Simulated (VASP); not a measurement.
Write the native input for VASP 6.6.1 that does the following.

```yaml
Task: single point
Functional: PBE
Dispersion: D3(BJ)
Potentials_or_basis: VASP PAW PBE potentials, release 64 (Hf_pv, Se, S)
Cutoff: 400 eV
k_mesh: 1 × 1 × 1, shifted
Occupations: fermi-dirac, width 0.1896 eV
Spin: no spin polarisation
Dipole_correction: no
Mended: yes
Further_INCAR_settings: LREAL = Auto; ALGO = Normal; EDIFF = 1e-06; NBANDS = 70; ISYM = -1
```

The structure of Hf2Se3S3 lies in POSCAR:

```
Hf2Se3S3
1.0
    7.3673110000     -0.0439010000     -0.0180960000
   -0.0439010000      7.5102110000     -0.0415870000
   -0.0180960000     -0.0415870000      7.3739650000
Hf Se S
4 6 6
Direct
    0.0689972385      0.6052915810      1.0011167445
    0.5000173072      0.7811145094      0.6025806364
    0.4352132806      0.8767335700      0.0043716425
    0.8689527465      0.1419000442      0.1846581542
    0.6596301586      0.1025661621      0.8629402345
    0.2193526518      0.3433799400      0.1362445505
    0.6405712876     -0.0919395545      0.2833295639
    0.7764621448      0.6643696339      0.7494810457
    0.5300921558      0.4288920424      0.4821496822
   -0.0378437936      0.2318594788      0.5128282435
    0.1978379632      0.7268487517      0.2795875129
    0.2173297155      0.8258734478      0.7540303483
    0.4964641795      0.5107498066     -0.0206905555
    0.2484906677      0.3355751939      0.5871431791
    0.8065353758      0.4403389752      0.1044775017
    0.1435433703     -0.0223625146      1.1122009083
```

These files were run (other wordings do the same):

INCAR

```
  PREC = Accurate
  ENCUT = 400
  EDIFF = 1E-6
  ISMEAR = -1
  SIGMA = 0.1896
  LREAL = Auto
  LASPH = T
  NELM = 120
  ALGO = Normal
  ISIF = 2
  LWAVE = F
  LCHARG = F
  GGA = PE
  IVDW = 12
  NBANDS = 70
  ISYM = -1
  GGA_COMPAT = F
```

KPOINTS

```
explicit points
1
Reciprocal
  0.25000000   0.25000000   0.25000000 1
```

Potentials or basis: VASP PAW PBE potentials, release 64 (Hf_pv, Se, S).

Command:

```console
$ cat potpaw_PBE.64/Hf_pv/POTCAR potpaw_PBE.64/Se/POTCAR potpaw_PBE.64/S/POTCAR > POTCAR
$ mpirun -np 1 vasp_std > vasp.out
```

It gave:

```yaml
Pressure: -0.5 GPa
Largest_force: 2.284 eV/Å
Dispersion_energy_per_atom: -0.311 eV
```

Caveat: the atoms stand as in a frame of molecular dynamics.

Wall time 36 s on 1 thread of AMD EPYC 9R45 96-Core Processor (Zen 5) (shared host), peak memory 0.29 GiB.
